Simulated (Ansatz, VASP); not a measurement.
## Two plane-wave programs on SnSe

INCAR

```
SYSTEM = SnSe
PREC     = Accurate       ! precision mode
ENCUT    = 520            ! plane-wave cutoff, eV
EDIFF    = 1E-6           ! SCF threshold, eV
ISMEAR   = 0              ! smearing method
SIGMA    = 0.05           ! smearing width, eV
LREAL    = .FALSE.        ! projectors in reciprocal space
LASPH    = .TRUE.         ! aspherical terms in the spheres
NELM     = 80             ! most SCF steps
ALGO     = Normal         ! electronic algorithm
ISIF     = 2              ! what is computed and relaxed
LWAVE    = .FALSE.        ! write WAVECAR
LCHARG   = .TRUE.         ! write CHGCAR
GGA      = CA             ! functional
LELF     = .TRUE.         ! ELF
LVHAR    = .TRUE.       
NBANDS   = 17             ! bands
```

File KPOINTS:

```
regular mesh
0
G
  8 8 8
  0 0 0
```

The input POSCAR:

```
SnSe
1.0
    0.0000000000      2.9466477701      2.9466477701
    2.6519829931      0.0000000000      2.9466477701
    2.6519829931      2.9466477701      0.0000000000
Sn Se
1 1
Direct
    0.0000000000      0.0000000000      0.0000000000
    0.5000000000      0.5000000000      0.5000000000
```

Input for Ansatz:

```yaml
crystal:
  lattice:
    - [0.0, 2.9466477701, 2.9466477701]
    - [2.6519829931, 0.0, 2.9466477701]
    - [2.6519829931, 2.9466477701, 0.0]
  atoms:
    - { symbol: Sn, position: [0.0, 0.0, 0.0] }
    - { symbol: Se, position: [0.5, 0.5, 0.5] }
basis:
  ecutwfc: 420
kpoints:
  mp_grid: { grid: [8, 8, 8] }
hamiltonian:
  xc: lda
scf:
  occupations: { method: gaussian, width: 0.05 }
output:
  forces: true
  stress: true
  eigenvalues: true
  write_density: true
  write_potential: true
  elf: true
  volumetric_format: npy
```

Change from the starting cell: strain -0.1000 x Voigt [1, 0, 0, 0, 0, 0], atoms carried along.

Alike in both runs: task single point; functional LDA; k mesh 8 × 8 × 8; occupations gaussian, width 0.05 eV; no spin polarisation.

|  | VASP | Ansatz |
| --- | --- | --- |
| version | VASP 6.6.1 | Ansatz 0.2.0 |
| potentials or method | VASP PAW LDA potentials, release 64 (Sn_d, Se), cutoff 520 eV | scalar-relativistic, plane waves, PAW |
| valence electrons in the cell | 20 | 30 |

Ansatz gave:

```
gap on the k mesh at the Fermi level (eV)                     : 0.32
least direct gap on the mesh (eV)                             : 0.53
pressure (GPa)                                                : 10.0
traceless stress, the component that is largest in VASP (GPa) : 16.93
```

Q: Estimate VASP's values.

A: gap on the k mesh at the Fermi level (eV): 0.30; least direct gap on the mesh (eV): 0.54; pressure (GPa): 10.2; traceless stress, the component that is largest in VASP (GPa): 16.98.

LDA's correlation is that of Perdew and Zunger in VASP and of Perdew and Wang (1992) in Ansatz. VASP's potentials hold 20 valence electrons a cell and Ansatz's 30, so a difference there can come from the potentials and not from the codes.
